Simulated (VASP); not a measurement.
A run of VASP 6.6.1 is set up as follows.

The input INCAR:

```
SYSTEM = SiO2
  PREC = Accurate
  ENCUT = 520
  EDIFF = 1E-7
  ISMEAR = 0
  SIGMA = 0.05
  LREAL = .FALSE.
  LASPH = .TRUE.
  NELM = 60
  ALGO = Normal
  ISIF = 2
  LWAVE = .FALSE.
  LCHARG = .FALSE.
  NBANDS = 25
```

File KPOINTS:

```
regular mesh
0
G
  6 6 8
  0 0 0
```

POSCAR

```
SiO2
1.0
    4.2549000000      0.0000000000      0.0000000000
    0.0000000000      4.2549000000      0.0000000000
    0.0000000000      0.0000000000      2.8529000000
Si O
2 4
Direct
    0.5000000000      0.5000000000      0.5000000000
    0.0000000000      0.0000000000      0.0000000000
    0.6944252994      0.6944252994      0.0000000000
    0.1944252994      0.8055747006      0.5000000000
    0.3055747006      0.3055747006      0.0000000000
    0.8055747006      0.1944252994      0.5000000000
```

Potentials or basis: VASP PAW LDA potentials, release 64 (Si, O).

Run with:

```console
$ cat potpaw_LDA.64/Si/POTCAR potpaw_LDA.64/O/POTCAR > POTCAR
$ mpirun -np 1 vasp_std > vasp.out
```

Problem. Estimate the pressure.

Solution. -31.3 GPa.

Problem. Predict the largest force.

Solution. 0.219 eV/Å.

Problem. What does it give for the band gap on the k mesh?

Solution. 3.65 eV, direct.

Forces on the atoms (eV/Å):
```
Si   0.000  0.000  0.000
Si   0.000  0.000  0.000
O   -0.155 -0.155  0.000
O   -0.155  0.155  0.000
O    0.155  0.155  0.000
O    0.155 -0.155  0.000
```

LDA gaps usually lie below the measured ones, often by a third to a half.
